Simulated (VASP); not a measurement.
# Rh: single point with PBE

Crystal: Rh.

```
Rh
1.0
     0.00000    1.90155    1.88253
     1.90155    0.00000    1.88253
     1.90155    1.90155    0.00000
Rh
1
Direct
  0.00000 0.00000 0.00000
```

This cell differs from its parent crystal: zz strain of -1 %.

```yaml
Program: VASP 6.6.1
Task: single point
Functional: PBE
Potentials_or_basis: VASP PAW PBE potentials, release 64 (Rh_pv)
Cutoff: 520 eV
k_mesh: 16 × 16 × 16
Occupations: fermi-dirac, width 0.08 eV
Spin: no spin polarisation
Dipole_correction: no
Further_INCAR_settings: ALGO = Normal; EDIFF = 1e-06; NBANDS = 14
```

The pressure is 9.0 GPa.

Stress tensor (GPa, compression positive):
```
 8.20  0.00  0.00
 0.00  8.20  0.00
 0.00  0.00 10.67
```

Levels at points of the mesh, in eV from the Fermi level:
| k point | band 3 | band 4 | band 5 | band 6 | band 7 | band 8 | band 9 | band 10 | band 11 | band 12 |
| --- | --- | --- | --- | --- | --- | --- | --- | --- | --- | --- |
| (0.00, 0.00, 0.00) | -46.38 | -8.02 | -3.15 | -3.15 | -3.04 | -1.06 | -0.93 | 16.00 | 20.52 | 21.41 |
| (0.50, 0.00, 0.00) | -46.48 | -6.19 | -3.25 | -3.14 | 0.56 | 0.62 | 0.73 | 8.75 | 15.50 | 20.52 |
| (0.50, 0.50, 0.00) | -46.67 | -6.40 | -6.03 | 0.55 | 1.02 | 1.02 | 3.43 | 12.60 | 13.27 | 13.27 |
| (0.50, 0.00, 0.50) | -46.65 | -6.40 | -6.02 | 0.56 | 0.96 | 1.06 | 3.21 | 12.32 | 13.40 | 13.51 |

Wall time 87 s on 1 thread of AMD EPYC 7R13, with other jobs on the host, peak memory 0.14 GiB.

Caveat: the cell differs from its parent crystal (zz strain of -1 %).
